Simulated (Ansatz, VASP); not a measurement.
YbBi in VASP and in Ansatz

File INCAR:

```
PREC = Accurate ; ENCUT = 520
EDIFF = 1E-6 ; ISMEAR = 0
SIGMA = 0.05 ; LREAL = False
LASPH = True ; NELM = 150
ALGO = Fast ; ISIF = 2
LWAVE = False ; LCHARG = False
ISPIN = 2 ; MAGMOM = 0.05 0
LORBIT = 11 ; LMAXMIX = 6
LDAU = True ; LDAUTYPE = 2
LDAUL = 3 -1 ; LDAUU = 3 0
LDAUJ = 0 0 ; LDAUPRINT = 1
GGA = PE ; NBANDS = 30
```

The input KPOINTS:

```
Automatic mesh
0
Gamma
  8 8 8
```

POSCAR

```
YbBi
1.0
    4.0763409726      0.0000000000      0.0000000000
   -2.0381704863      3.5302148368      0.0000000000
    0.0000000000      0.0000000000      4.6625063472
Yb Bi
1 1
Direct
    0.0000000000      0.0000000000      0.0000000000
    0.6666666667      0.3333333333      0.5000000000
```

Input for Ansatz:

```yaml
crystal:
  lattice:
    - [4.0763409726, 0.0, 0.0]
    - [-2.0381704863, 3.5302148368, 0.0]
    - [0.0, 0.0, 4.6625063472]
  atoms:
    - { symbol: Yb, position: [0.0, 0.0, 0.0], spin: 0.05 }
    - { symbol: Bi, position: [0.6666666667, 0.3333333333, 0.5] }
basis:
  ecutwfc: 420
  ecutrho_ratio: 4
kpoints:
  mp_grid: { grid: [8, 8, 8] }
hamiltonian:
  xc: pbe
  hubbard: { sites: [{ species: Yb, l: f, u_eff: 3.0 }] }
scf:
  occupations: { method: gaussian, width: 0.05 }
  lower_state_search: "off"
output:
  forces: true
  stress: true
  eigenvalues: true
  populations: true
  hubbard: { sites: [{ species: Yb, l: f }] }
  dos: { projected: true, de: 0.02 }
magnetization:
  spin_polarized: true
checkpoint:
  read: start.run
  write: ck
  compress: false
  write_wavefunctions: false
  write_every: 100000
```

Alike in both runs: task single point; functional PBE; k mesh 8 × 8 × 8; occupations gaussian, width 0.05 eV; collinear spin; Hubbard terms Yb f U = 3.0 eV.

|  | VASP | Ansatz |
| --- | --- | --- |
| version | VASP 6.6.1 | Ansatz 0.2.0 |
| potentials or method | VASP PAW PBE potentials, release 64 (Yb, Bi_d), cutoff 520 eV | scalar-relativistic, plane waves, PAW |
| valence electrons in the cell | 39 | 39 |

Ansatz gave:

```
gap on the k mesh at the Fermi level (eV)                     : none
pressure (GPa)                                                : -0.5
traceless stress, the component that is largest in VASP (GPa) : -0.52
net moment per atom (μB)                                      : 0.00
```

**Question.** Which values does VASP return?

**Answer.** gap on the k mesh at the Fermi level (eV): none; pressure (GPa): -0.4; traceless stress, the component that is largest in VASP (GPa): -0.82; net moment per atom (μB): 0.00.

The programs project onto different local orbitals, so the same U acts differently, and such runs can settle in different states. A gap of «none» marks a metal or a gap that the smearing closes. Ansatz's warnings: filled band counts differ across k points, seeded moment not kept.

Neither program's run includes spin-orbit coupling.
